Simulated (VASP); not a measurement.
Here is a VASP 6.6.1 calculation.

File INCAR:

```
SYSTEM = C
PREC     = Accurate       ! precision mode
ENCUT    = 520            ! plane-wave cutoff, eV
EDIFF    = 1E-6           ! SCF threshold, eV
ISMEAR   = 0              ! smearing method
SIGMA    = 0.05           ! smearing width, eV
LREAL    = .FALSE.        ! projectors in reciprocal space
LASPH    = .TRUE.         ! aspherical terms in the spheres
NELM     = 60             ! most SCF steps
ALGO     = Normal         ! electronic algorithm
ISIF     = 2              ! what is computed and relaxed
LWAVE    = .FALSE.        ! write WAVECAR
LCHARG   = .FALSE.        ! write CHGCAR
GGA      = PE             ! functional
IVDW     = 12             ! dispersion correction
NBANDS   = 11             ! bands
```

Contents of KPOINTS:

```
Automatic mesh
0
G
  15 15 15
  0 0 0
```

File POSCAR:

```
C
1.0
    1.2118984948      0.6996899222      3.3048089804
   -1.2118984948      0.6996899222      3.3048089804
    0.0000000000     -1.3993798444      3.3048089804
C
2
Direct
    0.1571736412      0.1571736412      0.1571736412
    0.8428263588      0.8428263588      0.8428263588
```

Potentials or basis: VASP PAW PBE potentials, release 64 (C).

Launch:

```console
$ cat potpaw_PBE.64/C/POTCAR > POTCAR
$ mpirun -np 1 vasp_std > vasp.out
```

(1) Estimate the pressure.

(2) Estimate the band gap on the k mesh.

Results:

(1) 14.2 GPa.

(2) 0.97 eV, indirect (least direct gap 0.99 eV).

Caveat: forces of over 1 eV/Å act on the atoms, so gaps and moduli don't describe the material at rest.
